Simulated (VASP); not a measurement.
# AlN (P2_1) in VASP: a series of runs

The runs below take AlN through single point, with LDA.

Everything below comes from runs of VASP 6.6.1. Logs are shortened: lines on timing, memory, paths and dates and some standing lists are left out, and cuts for length are marked.

**1. The cell of the first run**

Symmetry: P2_1, No. 4, monoclinic system. Conventional cell: a = 3.089 Å, b = 4.944 Å, c = 3.089 Å, α = 90.00°, β = 120.00°, γ = 90.00°. Within 2.5 Å of Al (site symmetry 1) lie 4 N at 1.87 to 1.89 Å. N (site symmetry 1) has 4 Al at 1.87 to 1.89 Å within 2.5 Å.

**2. Single point, LDA (mode 4 frozen in at -0.052 Å and mode 5 at +0.000 Å (largest displacements))**

File INCAR:

```
SYSTEM = AlN
PREC = Accurate ; ENCUT = 520
EDIFF = 1E-6 ; ISMEAR = 0
SIGMA = 0.05 ; LREAL = .False.
LASPH = .True. ; NELM = 60
ALGO = Normal ; ISIF = 2
LWAVE = .False. ; LCHARG = .False.
NBANDS = 16
```

File KPOINTS:

```
Automatic mesh
0
Gamma
  9 9 6
  0 0 0
```

File POSCAR:

```
AlN
1.0
    3.0887424016      0.0000000000      0.0000000000
   -1.5443712008      2.6749293856      0.0000000000
    0.0000000000      0.0000000000      4.9437688231
Al N
2 2
Direct
    0.3166275051      0.6666666667      0.0015212672
    0.6833724949      0.3333333333      0.5015212672
    0.3482404825      0.6666666667      0.3834787328
    0.6517595175      0.3333333333      0.8834787328
```

Potentials or basis: VASP PAW LDA potentials, release 64 (Al, N).

Command:

```sh
> cat potpaw_LDA.64/Al/POTCAR potpaw_LDA.64/N/POTCAR > POTCAR
> mpirun -np 1 vasp_std > vasp.out
```

OUTCAR:

```text
SYSTEM = AlN
   PREC = Accurate
   ENCUT = 520
   EDIFF = 1E-6
   ISMEAR = 0
   LREAL = .False.
   LASPH = .True.
   NELM = 60
   ISIF = 2

 ion  position               nearest neighbor table
   1  0.317  0.667  0.002-   4 1.87   4 1.88   4 1.88   3 1.89   2 3.00   2 3.00   2 3.05   2 3.05
                             2 3.10   2 3.10
   2  0.683  0.333  0.502-   3 1.87   3 1.88   3 1.88   4 1.89   1 3.00   1 3.00   1 3.05   1 3.05
                             1 3.10   1 3.10
   3  0.348  0.667  0.383-   2 1.87   2 1.88   2 1.88   1 1.89
   4  0.652  0.333  0.883-   1 1.87   1 1.88   1 1.88   2 1.89

  LATTYP: Found a hexagonal cell.
 ALAT       =     3.0887424016
 C/A-ratio  =     1.6005766038

  Lattice vectors:

 A1 = (   3.0887424016,   0.0000000000,   0.0000000000)
 A2 = (  -1.5443712008,   2.6749293856,   0.0000000000)
 A3 = (   0.0000000000,   0.0000000000,   4.9437688231)

Analysis of symmetry for initial positions (statically):
=====================================================================
 Subroutine PRICEL returns:
 Original cell was already a primitive cell.

 Routine SETGRP: Setting up the symmetry group for a
 hexagonal supercell.

 Subroutine GETGRP returns: Found  2 space group operations
 (whereof  1 operations were pure point group operations)
 out of a pool of 24 trial point group operations.

The static configuration has the point symmetry C_1 .
 The point group associated with its full space group is C_2 .

Analysis of symmetry for dynamics (positions and initial velocities):
=====================================================================
 Subroutine PRICEL returns:
 Original cell was already a primitive cell.

 Routine SETGRP: Setting up the symmetry group for a
 hexagonal supercell.

 Subroutine GETGRP returns: Found  2 space group operations
 (whereof  1 operations were pure point group operations)
 out of a pool of 24 trial point group operations.

The dynamic configuration has the point symmetry C_1 .
 The point group associated with its full space group is C_2 .

 Subroutine INISYM returns: Found  2 space group operations
 (whereof  1 operations are pure point group operations),
 and found     1 'primitive' translations

----------------------------------------------------------------------------------------

                                     Primitive cell

  volume of cell :      40.8462

  direct lattice vectors                    reciprocal lattice vectors
     3.088742402  0.000000000  0.000000000     0.323756361  0.186920822  0.000000000
    -1.544371201  2.674929386  0.000000000     0.000000000  0.373841644  0.000000000
     0.000000000  0.000000000  4.943768823     0.000000000  0.000000000  0.202274830

  length of vectors
     3.088742402  3.088742402  4.943768823     0.373841644  0.373841644  0.202274830

  position of ions in fractional coordinates (direct lattice)
     0.316627505  0.666666667  0.001521267
     0.683372495  0.333333333  0.501521267
     0.348240483  0.666666667  0.383478733
     0.651759517  0.333333333  0.883478733

  ion indices of the primitive-cell ions
   primitive index   ion index
                 1           1
                 2           2
                 3           3
                 4           4

----------------------------------------------------------------------------------------

 KPOINTS: Automatic mesh

Automatic generation of k-mesh.
 Grid dimensions read from file:
 generate k-points for:    9    9    6

 Generating k-lattice:

  Cartesian coordinates                     Fractional coordinates (reciprocal lattice)
     0.035972929  0.020768980  0.000000000     0.111111111 -0.000000000  0.000000000
     0.000000000  0.041537960  0.000000000     0.000000000  0.111111111  0.000000000
     0.000000000  0.000000000  0.033712472     0.000000000  0.000000000  0.166666667

  Length of vectors
     0.041537960  0.041537960  0.033712472

  Shift w.r.t. Gamma in fractional coordinates (k-lattice)
     0.000000000  0.000000000  0.000000000

 Subroutine IBZKPT returns following result:
 ===========================================

 Found    164 irreducible k-points:

 Following reciprocal coordinates:
            Coordinates               Weight
  0.000000  0.000000  0.000000      1.000000
  0.111111  0.000000  0.000000      2.000000
  0.000000  0.111111  0.000000      2.000000
 -0.111111  0.111111  0.000000      2.000000
  0.222222 -0.000000  0.000000      2.000000
  0.000000  0.222222  0.000000      2.000000
[... 16 lines left out ...]
  0.333333  0.111111  0.000000      2.000000
 -0.111111  0.444444  0.000000      2.000000
 [... further k-points ...]
   k-points           NKPTS =    164   k-points in BZ     NKDIM =    164   number of bands    NBANDS=     16
   number of dos      NEDOS =    301   number of ions     NIONS =      4
   total plane-waves  NPLWV =  23040
   dimension x,y,z NGX =    24 NGY =   24 NGZ =   40
   dimension x,y,z NGXF=    48 NGYF=   48 NGZF=   80
   ions per type =               2   2
   NGX,Y,Z   is equivalent  to a cutoff of  12.92, 12.92, 13.45 a.u.
   NGXF,Y,Z  is equivalent  to a cutoff of  25.84, 25.84, 26.90 a.u.
 SYSTEM =  AlN
   PREC   = accura    normal or accurate (medium, high low for compatibility)
   ISTART =      0    job   : 0-new  1-cont  2-samecut
   ICHARG =      2    charge: 1-file 2-atom 10-const
   ISPIN  =      1    spin polarized calculation?
   LNONCOLLINEAR =      F non collinear calculations
   LSORBIT =      F    spin-orbit coupling
   LASPH  =      T    aspherical Exc in radial PAW
   ENCUT  =  520.0 eV  38.22 Ry    6.18 a.u.   5.74  5.74  9.19*2*pi/ulx,y,z
   NELM   =     60;   NELMIN=  2; NELMDL= -5     # of ELM steps
   EDIFF  = 0.1E-05   stopping-criterion for ELM
   LREAL  =      F    real-space projection
   EDIFFG = 0.1E-04   stopping-criterion for IOM
   NSW    =      0    number of steps for IOM
   IBRION =     -1    ionic relax: 0-MD 1-quasi-New 2-CG
   NFREE  =      0    steps in history (QN), initial steepest desc. (CG)
   ISIF   =      2    stress and relaxation
   ISYM   =      2    0-nonsym 1-usesym 2-fastsym
   POTIM  = 0.5000    time-step for ionic-motion
   TEBEG  =    0.0;   TEEND  =   0.0 temperature during run
   PSTRESS=    0.0 pullay stress
   NELECT =      16.0000    total number of electrons
   NUPDOWN=      -1.0000    fix difference up-down
   EMIN   =  10.00;   EMAX   =-10.00  energy-range for DOS
   EFERMI =   0.00;   METHOD = LEGACY
   ISMEAR =     0;   SIGMA  =   0.05  broadening in eV -4-tet -1-fermi 0-gaus
   EFERMI_NEDOS =   21; number of points for ismear=-14 and -15
   IALGO  =     38    algorithm
   IMIX   =      4    mixing-type and parameters
     AMIX     =   0.40;   BMIX     =  1.00
     AMIX_MAG =   1.60;   BMIX_MAG =  1.00
  volume/ion in A,a.u.               =      10.21        68.91
  Fermi-wavevector in a.u.,A,eV,Ry     =   1.197836  2.263582 19.521797  1.434812
  Thomas-Fermi vector in A             =   2.333741
   LORBIT       =      0    0 simple, 1 ext, 2 COOP (PROOUT), +10 PAW based schemes
   GGA     = CA    functional components
   LHFCALC =     F    Hartree Fock is set to
   AEXX    =    0.0000 exact exchange contribution
   IVDW    =     0    specifies the selected vdW correction
   LEPSILON=     F    determine dielectric tensor
   LRPA    =     F    only Hartree local field effects (RPA)
 non-spin polarized calculation
 Gauss-broadening in eV      SIGMA  =   0.05
  energy-cutoff  :      520.00
  volume of cell :       40.85
 maximum number of plane-waves:      1118
   NGX = 11   NGY = 11   NGZ = 19

 number of electron      15.9999999 magnetization

 Free energy of the ion-electron system (eV)
  ---------------------------------------------------
  ext. energy  EPLUGINS =         0.00000000
  ---------------------------------------------------
  free energy    TOTEN  =       -32.81970191 eV

  energy without entropy =      -32.81970191  energy(sigma->0) =      -32.81970191

 E-fermi :   6.3760     XC(G=0): -11.3440

 val. band max:        6.1325638125   @ k =   0.0000   0.0000   0.0000
 cond. band min:      10.5229459135   @ k =   0.0000   0.0000   0.0000
 fundamental gap:      4.3903821010
 Fermi energy:         6.3759895646

 k-point     1 :       0.0000    0.0000    0.0000
  band No.  band energies     occupation
      1      -9.0562      2.00000
      2      -6.7615      2.00000
      3      -0.0365      2.00000
      4       5.2037      2.00000
      5       5.2523      2.00000
      6       5.8053      2.00000
[... 8 lines left out ...]
     15      19.2240      0.00000
     16      19.4820      0.00000

 k-point     2 :       0.1111    0.0000    0.0000
  band No.  band energies     occupation
      1      -8.8924      2.00000
      2      -6.6662      2.00000
      3       0.1533      2.00000
      4       4.5000      2.00000
      5       5.0156      2.00000
      6       5.1753      2.00000
[... 8 lines left out ...]
     15      19.0312      0.00000
     16      19.3474      0.00000

 k-point     3 :       0.0000    0.1111    0.0000
  band No.  band energies     occupation
      1      -8.8920      2.00000
      2      -6.6676      2.00000
      3       0.1544      2.00000
      4       4.5091      2.00000
      5       5.0224      2.00000
      6       5.2122      2.00000
[... 8 lines left out ...]
     15      19.0281      0.00000
     16      19.2936      0.00000

 k-point     4 :      -0.1111    0.1111    0.0000
  band No.  band energies     occupation
      1      -8.8915      2.00000
      2      -6.6689      2.00000
      3       0.1554      2.00000
      4       4.5089      2.00000
      5       5.0320      2.00000
      6       5.2556      2.00000
[... 8 lines left out ...]
     15      19.1015      0.00000
     16      19.2824      0.00000
[... 324 lines left out ...]
 k-point    22 :       0.3333   -0.1111    0.0000
  band No.  band energies     occupation
      1      -7.9994      2.00000
      2      -6.2558      2.00000
      3       1.2268      2.00000
      4       2.1954      2.00000
      5       2.9856      2.00000
      6       4.3028      2.00000
[... 8 lines left out ...]
     15      18.7017      0.00000
     16      20.0430      0.00000

 k-point    23 :       0.3333    0.1111    0.0000
  band No.  band energies     occupation
      1      -7.3188      2.00000
      2      -6.1070      2.00000
      3       0.9871      2.00000
      4       2.1188      2.00000
      5       2.2832      2.00000
      6       3.7305      2.00000
[... 8 lines left out ...]
     15      18.7114      0.00000
     16      20.9731      0.00000

 k-point    24 :      -0.1111    0.4444    0.0000
  band No.  band energies     occupation
      1      -7.2965      2.00000
      2      -6.1493      2.00000
      3       1.0962      2.00000
      4       2.1583      2.00000
      5       2.2798      2.00000
      6       3.6796      2.00000
[... 8 lines left out ...]
     15      18.5086      0.00000
     16      20.8644      0.00000

 [... further k-points ...]

------------------------ aborting loop because EDIFF is reached ----------------------------------------

  FORCE on cell =-STRESS in cart. coord.  units (eV):
  Direction    XX          YY          ZZ          XY          YZ          ZX
  --------------------------------------------------------------------------------------
  -------------------------------------------------------------------------------------
  Total        0.0897380      0.1596085      0.1420034     -0.0398061      0.0000000      0.0000000
  in kB        3.5199356      6.2605797      5.5700251     -1.5613765      0.0000000      0.0000000
  external PRESSURE =       5.1168468 kB  Pullay stress =       0.0000000 kB

 VOLUME and BASIS-vectors are now :
 -----------------------------------------------------------------------------
  energy-cutoff  :      520.00
  volume of cell :       40.85
      direct lattice vectors                 reciprocal lattice vectors
     3.088742402  0.000000000  0.000000000     0.323756361  0.186920822  0.000000000
    -1.544371201  2.674929386  0.000000000     0.000000000  0.373841644  0.000000000
     0.000000000  0.000000000  4.943768823     0.000000000  0.000000000  0.202274830

 POSITION                                       TOTAL-FORCE (eV/Angst)
 -----------------------------------------------------------------------------------
     -0.05160      1.78329      0.00752         0.294419      0.012772      0.018972
      1.59597      0.89164      2.47941        -0.294419     -0.012772      0.018972
      0.04604      1.78329      1.89583        -0.134008      0.005292     -0.018972
      1.49833      0.89164      4.36771         0.134008     -0.005292     -0.018972
 -----------------------------------------------------------------------------------
    total drift:                               -0.000000     -0.000000     -0.000519

  FREE ENERGIE OF THE ION-ELECTRON SYSTEM (eV)
  ---------------------------------------------------
  free  energy   TOTEN  =       -32.8197019067 eV

  energy  without entropy=      -32.8197019067  energy(sigma->0) =      -32.81970191
```

Run time: 45 s. Hardware: 1 thread of Intel Xeon Platinum 8375C at 2.90GHz (Ice Lake), shared host; peak memory 0.2 GiB.

Results:

* Free energy: -32.8197 eV
* Pressure: 0.5 GPa
* Largest force: 0.295 eV/Å
* Band gap on the k mesh: 4.39 eV, direct

Forces on the atoms (eV/Å):
```
Al   0.294  0.013  0.019
Al  -0.294 -0.013  0.019
N   -0.134  0.005 -0.019
N    0.134 -0.005 -0.019
```

Stress tensor (GPa, compression positive):
```
 0.35 -0.16  0.00
-0.16  0.63  0.00
 0.00  0.00  0.56
```

Caveat: the cell differs from its parent crystal (mode 4 frozen in at -0.052 Å and mode 5 at +0.000 Å (largest displacements)). A k mesh can miss the band edges.

(Part 1 of 2 ends here.)
